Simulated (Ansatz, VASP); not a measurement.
BP in VASP and in Ansatz

INCAR

```
SYSTEM = BP
PREC     = Accurate       ! precision mode
ENCUT    = 520            ! plane-wave cutoff, eV
EDIFF    = 1E-6           ! SCF threshold, eV
ISMEAR   = 0              ! smearing method
SIGMA    = 0.05           ! smearing width, eV
LREAL    = .False.        ! projectors in reciprocal space
LASPH    = .True.         ! aspherical terms in the spheres
NELM     = 80             ! most SCF steps
ALGO     = Normal         ! electronic algorithm
ISIF     = 2              ! what is computed and relaxed
LWAVE    = .False.        ! write WAVECAR
LCHARG   = .False.        ! write CHGCAR
GGA      = PS             ! functional
NBANDS   = 11             ! bands
```

File KPOINTS:

```
Automatic mesh
0
Gamma
  10 10 10
  0 0 0
```

Contents of POSCAR:

```
BP
1.0
    0.0000000000      2.1782400000      2.4505200000
    2.1782400000      0.0000000000      2.4505200000
    2.1782400000      2.1782400000      0.0000000000
B P
1 1
Direct
    0.0000000000      0.0000000000      0.0000000000
    0.7500000000      0.7500000000      0.7500000000
```

Input for Ansatz:

```yaml
crystal:
  lattice:
    - [0.0, 2.17824, 2.45052]
    - [2.17824, 0.0, 2.45052]
    - [2.17824, 2.17824, 0.0]
  atoms:
    - { symbol: B, position: [0.0, 0.0, 0.0] }
    - { symbol: P, position: [0.75, 0.75, 0.75] }
basis:
  ecutwfc: 420
kpoints:
  mp_grid: { grid: [10, 10, 10] }
hamiltonian:
  xc: pbesol
scf:
  occupations: { method: gaussian, width: 0.05 }
output:
  forces: true
  stress: true
  eigenvalues: true
  write_density: true
  write_potential: true
  elf: true
  volumetric_format: npy
```

Change from the starting cell: strain -0.040 along x and y, +0.080 along z, atoms carried along.

Alike in both runs: task single point; functional PBEsol; k mesh 10 × 10 × 10; occupations gaussian, width 0.05 eV; no spin polarisation.

|  | VASP | Ansatz |
| --- | --- | --- |
| version | VASP 6.6.1 | Ansatz 0.2.0 |
| potentials or method | VASP PAW PBE potentials, release 64 (B, P), cutoff 520 eV | scalar-relativistic, plane waves, PAW |
| valence electrons in the cell | 8 | 8 |

|  | VASP | Ansatz | Ansatz less VASP |
| --- | --- | --- | --- |
| gap on the k mesh at the Fermi level (eV) | 0.23 | 0.23 | +0.006 |
| least direct gap on the mesh (eV) | 2.79 | 2.79 | +0.007 |
| pressure (GPa) | -1.2 | -1.3 | -0.10 |
| traceless stress, the component that is largest in VASP (GPa) | -23.99 | -23.99 | -0.001 |

VASP's potentials were made for PBE, not for PBEsol.
